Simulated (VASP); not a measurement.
Input of a VASP 6.6.1 run:

Contents of INCAR:

```
SYSTEM = BaTiO3
PREC = Accurate
ENCUT = 1340
EDIFF = 1E-6
ISMEAR = -1
SIGMA = 0.02
LREAL = .False.
LASPH = .True.
NELM = 120
ALGO = Normal
ISIF = 2
LWAVE = .False.
LCHARG = .False.
NBANDS = 28
GGA_COMPAT = .False.
```

KPOINTS

```
Automatic mesh
0
Gamma
  6 6 6
  0 0 0
```

File POSCAR:

```
BaTiO3
1.0
    3.9345626680      0.0000000000      0.0000000000
    0.0000000000      3.9345626680      0.0000000000
    0.0000000000      0.0000000000      3.9345626680
Ba Ti O
1 1 3
Direct
    0.5000000000      0.5000000000      0.5000000000
    0.0000000000      0.0000000000      0.0000000000
    0.5000000000      0.0000000000      0.0000000000
    0.0000000000      0.5000000000      0.0000000000
    0.0000000000      0.0000000000      0.5000000000
```

Potentials or basis: VASP PAW LDA potentials, release 64 (Ba_sv, Ti_sv, O_h).

Run with:

```console
$ cat potpaw_LDA.64/Ba_sv/POTCAR potpaw_LDA.64/Ti_sv/POTCAR potpaw_LDA.64/O_h/POTCAR > POTCAR
$ mpirun -np 1 vasp_std > vasp.out
```

Q: Predict the band gap on the k mesh.

A: 1.76 eV (least direct gap 1.84 eV).

Q: What does it give for the pressure?

A: 2.3 GPa.

Caveat: spin-orbit coupling is left out, which moves the levels of the heavy elements. A k mesh can miss the band edges.
